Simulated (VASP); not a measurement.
# SrCl2 (P-3m1) in VASP: a series of runs

The runs below take SrCl2 through single point, relaxation of shape and atoms at fixed volume, with PBEsol.

Program: VASP 6.6.1. These are calculated values, not measurements. Logs are shortened: lines on timing, memory, paths and dates and some standing lists are left out, and cuts for length are marked.

## Step 1: The cell of the first run

It takes space group P-3m1 (No. 164, trigonal). Conventional cell: a = 4.390 Å, b = 4.390 Å, c = 6.295 Å, α = 90.00°, β = 90.00°, γ = 120.00°. Within 3.8 Å of Sr (site symmetry -3m) lie 6 Cl at 2.88 Å. Within 3.8 Å of Cl (site symmetry 3m) lie 3 Sr at 2.88 Å and 3 Cl at 3.74 Å.

## Step 2: Single point, PBEsol (volume scaled by 1.040)

File INCAR:

```
SYSTEM = SrCl2
ALGO = Normal
EDIFF = 1E-6
ENCUT = 520
GGA = PS
ISIF = 2
ISMEAR = 0
LASPH = .True.
LCHARG = .False.
LREAL = .False.
LWAVE = .False.
NBANDS = 19
NELM = 100
PREC = Accurate
SIGMA = 0.05
```

File KPOINTS:

```
k-points
0
Gamma
  8 8 6
  0 0 0
```

File POSCAR:

```
SrCl2
1.0
    4.3896842654      0.0000000000      0.0000000000
   -2.1948421327      3.8015780885      0.0000000000
    0.0000000000      0.0000000000      6.2949167531
Sr Cl
1 2
Direct
    0.0000000000      0.0000000000      0.0000000000
    0.3333333333      0.6666666667      0.2188846969
    0.6666666667      0.3333333333      0.7811153031
```

Potentials or basis: VASP PAW PBE potentials, release 64 (Sr_sv, Cl).

Launch:

```console
$ cat potpaw_PBE.64/Sr_sv/POTCAR potpaw_PBE.64/Cl/POTCAR > POTCAR
$ mpirun -np 1 vasp_std > vasp.out
```

OUTCAR:

```text
SYSTEM = SrCl2
   EDIFF = 1E-6
   ENCUT = 520
   GGA = PS
   ISIF = 2
   ISMEAR = 0
   LASPH = .True.
   LREAL = .False.
   NELM = 100
   PREC = Accurate

 ion  position               nearest neighbor table
   1  0.000  0.000  0.000-   2 2.88   3 2.88   3 2.88   2 2.88   3 2.88   2 2.88
   2  0.333  0.667  0.219-   1 2.88   1 2.88   1 2.88
   3  0.667  0.333  0.781-   1 2.88   1 2.88   1 2.88

  LATTYP: Found a hexagonal cell.
 ALAT       =     4.3896842654
 C/A-ratio  =     1.4340249486

  Lattice vectors:

 A1 = (   4.3896842654,   0.0000000000,   0.0000000000)
 A2 = (  -2.1948421327,   3.8015780885,   0.0000000000)
 A3 = (   0.0000000000,   0.0000000000,   6.2949167531)

Analysis of symmetry for initial positions (statically):
=====================================================================
 Subroutine PRICEL returns:
 Original cell was already a primitive cell.

 Routine SETGRP: Setting up the symmetry group for a
 hexagonal supercell.

 Subroutine GETGRP returns: Found 12 space group operations
 (whereof 12 operations were pure point group operations)
 out of a pool of 24 trial point group operations.

The static configuration has the point symmetry D_3d.

Analysis of symmetry for dynamics (positions and initial velocities):
=====================================================================
 Subroutine PRICEL returns:
 Original cell was already a primitive cell.

 Routine SETGRP: Setting up the symmetry group for a
 hexagonal supercell.

 Subroutine GETGRP returns: Found 12 space group operations
 (whereof 12 operations were pure point group operations)
 out of a pool of 24 trial point group operations.

The dynamic configuration has the point symmetry D_3d.

 Subroutine INISYM returns: Found 12 space group operations
 (whereof 12 operations are pure point group operations),
 and found     1 'primitive' translations

----------------------------------------------------------------------------------------

                                     Primitive cell

  volume of cell :     105.0479

  direct lattice vectors                    reciprocal lattice vectors
     4.389684265  0.000000000  0.000000000     0.227806817  0.131524327  0.000000000
    -2.194842133  3.801578088  0.000000000     0.000000000  0.263048654  0.000000000
     0.000000000  0.000000000  6.294916753     0.000000000  0.000000000  0.158858336

  length of vectors
     4.389684265  4.389684265  6.294916753     0.263048654  0.263048654  0.158858336

  position of ions in fractional coordinates (direct lattice)
     0.000000000  0.000000000  0.000000000
     0.333333333  0.666666667  0.218884697
     0.666666667  0.333333333  0.781115303

  ion indices of the primitive-cell ions
   primitive index   ion index
                 1           1
                 2           2
                 3           3

----------------------------------------------------------------------------------------

 KPOINTS: k-points

Automatic generation of k-mesh.
 Grid dimensions read from file:
 generate k-points for:    8    8    6

 Generating k-lattice:

  Cartesian coordinates                     Fractional coordinates (reciprocal lattice)
     0.028475852  0.016440541  0.000000000     0.125000000  0.000000000  0.000000000
     0.000000000  0.032881082  0.000000000     0.000000000  0.125000000  0.000000000
     0.000000000  0.000000000  0.026476389     0.000000000  0.000000000  0.166666667

  Length of vectors
     0.032881082  0.032881082  0.026476389

  Shift w.r.t. Gamma in fractional coordinates (k-lattice)
     0.000000000  0.000000000  0.000000000

 Subroutine IBZKPT returns following result:
 ===========================================

 Found     50 irreducible k-points:

 Following reciprocal coordinates:
            Coordinates               Weight
  0.000000  0.000000  0.000000      1.000000
  0.125000  0.000000  0.000000      6.000000
  0.250000  0.000000  0.000000      6.000000
  0.375000  0.000000  0.000000      6.000000
  0.500000  0.000000  0.000000      3.000000
  0.125000  0.125000  0.000000      6.000000
[... 16 lines left out ...]
 -0.125000  0.500000  0.166667     12.000000
  0.250000  0.250000  0.166667     12.000000
 [... further k-points ...]
   k-points           NKPTS =     50   k-points in BZ     NKDIM =     50   number of bands    NBANDS=     19
   number of dos      NEDOS =    301   number of ions     NIONS =      3
   total plane-waves  NPLWV =  62208
   dimension x,y,z NGX =    36 NGY =   36 NGZ =   48
   dimension x,y,z NGXF=    72 NGYF=   72 NGZF=   96
   ions per type =               1   2
   NGX,Y,Z   is equivalent  to a cutoff of  13.63, 13.63, 12.68 a.u.
   NGXF,Y,Z  is equivalent  to a cutoff of  27.27, 27.27, 25.35 a.u.
 SYSTEM =  SrCl2
   PREC   = accura    normal or accurate (medium, high low for compatibility)
   ISTART =      0    job   : 0-new  1-cont  2-samecut
   ICHARG =      2    charge: 1-file 2-atom 10-const
   ISPIN  =      1    spin polarized calculation?
   LNONCOLLINEAR =      F non collinear calculations
   LSORBIT =      F    spin-orbit coupling
   LASPH  =      T    aspherical Exc in radial PAW
   ENCUT  =  520.0 eV  38.22 Ry    6.18 a.u.   8.16  8.16 11.70*2*pi/ulx,y,z
   NELM   =    100;   NELMIN=  2; NELMDL= -5     # of ELM steps
   EDIFF  = 0.1E-05   stopping-criterion for ELM
   LREAL  =      F    real-space projection
   EDIFFG = 0.1E-04   stopping-criterion for IOM
   NSW    =      0    number of steps for IOM
   IBRION =     -1    ionic relax: 0-MD 1-quasi-New 2-CG
   NFREE  =      0    steps in history (QN), initial steepest desc. (CG)
   ISIF   =      2    stress and relaxation
   ISYM   =      2    0-nonsym 1-usesym 2-fastsym
   POTIM  = 0.5000    time-step for ionic-motion
   TEBEG  =    0.0;   TEEND  =   0.0 temperature during run
   PSTRESS=    0.0 pullay stress
   NELECT =      24.0000    total number of electrons
   NUPDOWN=      -1.0000    fix difference up-down
   EMIN   =  10.00;   EMAX   =-10.00  energy-range for DOS
   EFERMI =   0.00;   METHOD = LEGACY
   ISMEAR =     0;   SIGMA  =   0.05  broadening in eV -4-tet -1-fermi 0-gaus
   EFERMI_NEDOS =   21; number of points for ismear=-14 and -15
   IALGO  =     38    algorithm
   IMIX   =      4    mixing-type and parameters
     AMIX     =   0.40;   BMIX     =  1.00
     AMIX_MAG =   1.60;   BMIX_MAG =  1.00
  volume/ion in A,a.u.               =      35.02       236.30
  Fermi-wavevector in a.u.,A,eV,Ry     =   1.000805  1.891247 13.627743  1.001611
  Thomas-Fermi vector in A             =   2.133186
   LORBIT       =      0    0 simple, 1 ext, 2 COOP (PROOUT), +10 PAW based schemes
   GGA     = PS    functional components
   LHFCALC =     F    Hartree Fock is set to
   AEXX    =    0.0000 exact exchange contribution
   IVDW    =     0    specifies the selected vdW correction
   LEPSILON=     F    determine dielectric tensor
   LRPA    =     F    only Hartree local field effects (RPA)
 non-spin polarized calculation
 Gauss-broadening in eV      SIGMA  =   0.05
  energy-cutoff  :      520.00
  volume of cell :      105.05
 maximum number of plane-waves:      2855
 NGX is ok and might be reduce to    36
   NGX = 17   NGY = 17   NGZ = 23

 number of electron      24.0000002 magnetization

 Free energy of the ion-electron system (eV)
  ---------------------------------------------------
  ext. energy  EPLUGINS =         0.00000000
  ---------------------------------------------------
  free energy    TOTEN  =       -13.10076801 eV

  energy without entropy =      -13.10076801  energy(sigma->0) =      -13.10076801

 E-fermi :  -1.4763     XC(G=0):  -7.3692

 val. band max:       -1.7618354377   @ k =   0.0000   0.0000   0.0000
 cond. band min:       3.5539945043   @ k =   0.0000   0.0000   0.0000
 fundamental gap:      5.3158299420
 Fermi energy:        -1.4763062315

 k-point     1 :       0.0000    0.0000    0.0000
  band No.  band energies     occupation
      1     -34.0456      2.00000
      2     -16.3807      2.00000
      3     -16.0520      2.00000
      4     -16.0520      2.00000
      5     -14.3889      2.00000
      6     -13.7416      2.00000
[... 11 lines left out ...]
     18       6.9457      0.00000
     19       6.9457      0.00000

 k-point     2 :       0.1250    0.0000    0.0000
  band No.  band energies     occupation
      1     -34.0441      2.00000
      2     -16.3543      2.00000
      3     -16.1454      2.00000
      4     -16.0588      2.00000
      5     -14.2746      2.00000
      6     -13.7899      2.00000
[... 11 lines left out ...]
     18       6.9588      0.00000
     19       7.3699      0.00000

 k-point     3 :       0.2500    0.0000    0.0000
  band No.  band energies     occupation
      1     -34.0406      2.00000
      2     -16.3597      2.00000
      3     -16.2588      2.00000
      4     -16.0752      2.00000
      5     -14.0794      2.00000
      6     -13.8668      2.00000
[... 11 lines left out ...]
     18       7.0855      0.00000
     19       8.1658      0.00000

 k-point     4 :       0.3750    0.0000    0.0000
  band No.  band energies     occupation
      1     -34.0371      2.00000
      2     -16.5080      2.00000
      3     -16.1877      2.00000
      4     -16.0915      2.00000
      5     -14.1209      2.00000
      6     -13.7452      2.00000
[... 11 lines left out ...]
     18       7.3526      0.00000
     19       7.9991      0.00000

 k-point     5 :       0.5000    0.0000    0.0000
  band No.  band energies     occupation
      1     -34.0356      2.00000
      2     -16.5663      2.00000
      3     -16.1517      2.00000
      4     -16.0982      2.00000
      5     -14.1732      2.00000
      6     -13.6683      2.00000
[... 11 lines left out ...]
     18       7.5169      0.00000
     19       8.0673      0.00000

 k-point     6 :       0.1250    0.1250    0.0000
  band No.  band energies     occupation
      1     -34.0416      2.00000
      2     -16.3096      2.00000
      3     -16.2754      2.00000
      4     -16.0764      2.00000
      5     -14.1062      2.00000
      6     -13.8677      2.00000
[... 11 lines left out ...]
     18       7.0858      0.00000
     19       8.0645      0.00000

 k-point     7 :       0.2500    0.1250    0.0000
  band No.  band energies     occupation
      1     -34.0381      2.00000
      2     -16.4289      2.00000
      3     -16.2385      2.00000
      4     -16.1070      2.00000
      5     -14.0172      2.00000
      6     -13.8583      2.00000
[... 11 lines left out ...]
     18       7.4087      0.00000
     19       8.3210      0.00000

 k-point     8 :       0.3750    0.1250    0.0000
  band No.  band energies     occupation
      1     -34.0356      2.00000
      2     -16.5228      2.00000
      3     -16.1767      2.00000
      4     -16.1374      2.00000
      5     -14.0953      2.00000
      6     -13.7259      2.00000
[... 256 lines left out ...]
 k-point    20 :       0.2500    0.1250    0.1667
  band No.  band energies     occupation
      1     -34.0381      2.00000
      2     -16.4288      2.00000
      3     -16.2387      2.00000
      4     -16.1070      2.00000
      5     -14.0105      2.00000
      6     -13.8653      2.00000
[... 11 lines left out ...]
     18       7.3940      0.00000
     19       8.1879      0.00000

 k-point    21 :      -0.1250    0.3750    0.1667
  band No.  band energies     occupation
      1     -34.0381      2.00000
      2     -16.4279      2.00000
      3     -16.2394      2.00000
      4     -16.1069      2.00000
      5     -14.0289      2.00000
      6     -13.8464      2.00000
[... 11 lines left out ...]
     18       7.4131      0.00000
     19       8.2608      0.00000

 k-point    22 :       0.3750    0.1250    0.1667
  band No.  band energies     occupation
      1     -34.0356      2.00000
      2     -16.5225      2.00000
      3     -16.1767      2.00000
      4     -16.1375      2.00000
      5     -14.0958      2.00000
      6     -13.7260      2.00000
[... 11 lines left out ...]
     18       7.6804      0.00000
     19       8.0014      0.00000

 k-point    23 :      -0.1250    0.5000    0.1667
  band No.  band energies     occupation
      1     -34.0356      2.00000
      2     -16.5221      2.00000
      3     -16.1771      2.00000
      4     -16.1374      2.00000
      5     -14.1013      2.00000
      6     -13.7201      2.00000
[... 11 lines left out ...]
     18       7.7059      0.00000
     19       8.0588      0.00000

 k-point    24 :       0.2500    0.2500    0.1667
  band No.  band energies     occupation
      1     -34.0356      2.00000
      2     -16.4559      2.00000
      3     -16.2568      2.00000
      4     -16.1438      2.00000
      5     -13.9783      2.00000
      6     -13.8240      2.00000
[... 11 lines left out ...]
     18       7.7482      0.00000
     19       8.4328      0.00000

 [... further k-points ...]

------------------------ aborting loop because EDIFF is reached ----------------------------------------

  FORCE on cell =-STRESS in cart. coord.  units (eV):
  Direction    XX          YY          ZZ          XY          YZ          ZX
  --------------------------------------------------------------------------------------
  -------------------------------------------------------------------------------------
  Total       -0.0063214     -0.0063214     -0.0063089      0.0000000      0.0000000     -0.0000000
  in kB       -0.0964126     -0.0964126     -0.0962219      0.0000000      0.0000000     -0.0000000
  external PRESSURE =      -0.0963490 kB  Pullay stress =       0.0000000 kB

 VOLUME and BASIS-vectors are now :
 -----------------------------------------------------------------------------
  energy-cutoff  :      520.00
  volume of cell :      105.05
      direct lattice vectors                 reciprocal lattice vectors
     4.389684265  0.000000000  0.000000000     0.227806817  0.131524327  0.000000000
    -2.194842133  3.801578088  0.000000000     0.000000000  0.263048654  0.000000000
     0.000000000  0.000000000  6.294916753     0.000000000  0.000000000  0.158858336

 POSITION                                       TOTAL-FORCE (eV/Angst)
 -----------------------------------------------------------------------------------
      0.00000      0.00000      0.00000         0.000000      0.000000      0.000000
     -0.00000      2.53439      1.37786         0.000000      0.000000      0.019873
      2.19484      1.26719      4.91706        -0.000000     -0.000000     -0.019873
 -----------------------------------------------------------------------------------
    total drift:                               -0.000000      0.000000     -0.000000

  FREE ENERGIE OF THE ION-ELECTRON SYSTEM (eV)
  ---------------------------------------------------
  free  energy   TOTEN  =       -13.1007680106 eV

  energy  without entropy=      -13.1007680106  energy(sigma->0) =      -13.10076801
```

It took 2.2 min on 1 thread of Oxide Virtual Turin-like, shared host; peak memory 0.25 GiB.

Results:

```
Free energy            : -13.1008 eV
Pressure               : 0.0 GPa
Largest force          : 0.020 eV/Å
Band gap on the k mesh : 5.32 eV, direct
```

Forces in eV/Å, atoms in the order of the input:
```
Sr   0.000  0.000  0.000
Cl   0.000  0.000  0.020
Cl   0.000  0.000 -0.020
```

Caveat: the PAW data sets were made with another functional, which shifts forces and pressure a little.

[end of part 1 of 2]
